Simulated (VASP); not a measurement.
Runs of VASP 6.6.1 on GaN. The structure is that of space group F-43m (No. 216), or close to it. The cells are those of the table. 

```tsv
cell	gap on the mesh (eV)	pressure (GPa)
a = 3.155, b = 3.155, c = 3.123 Å, angles 60.3, 60.3, 59.3°, 2 atoms	(b)	(c)
a = 3.171, b = 3.171, c = 3.155 Å, angles 60.2, 60.2, 59.7°, 2 atoms	1.79	2.3
a = 3.203, b = 3.203, c = 3.219 Å, angles 59.8, 59.8, 60.3°, 2 atoms	1.52	-5.0
a = 3.187 Å, angles 60.0°, 2 atoms	(a)	-1.5
a = 3.219, b = 3.219, c = 3.251 Å, angles 59.7, 59.7, 60.7°, 2 atoms	1.37	-8.1
```

Alike in all rows: task single point; level PBEsol; potentials or basis VASP PAW PBE potentials, release 64 (Ga_d, N); no spin polarisation; k mesh 7 × 7 × 7; cutoff (eV) 600; smearing fermi-dirac 0.02 eV.

Problem. Estimate the missing entries.

Solution. (a) 1.68; (b) 1.91; (c) 6.5.

Caveats: the PAW data sets were made with another functional, which shifts forces and pressure a little; the cell stands under tension (at least some runs); the cell stands under pressure (at least some runs).

A k mesh can miss the band edges, and the runs leave out spin-orbit coupling on Ga.
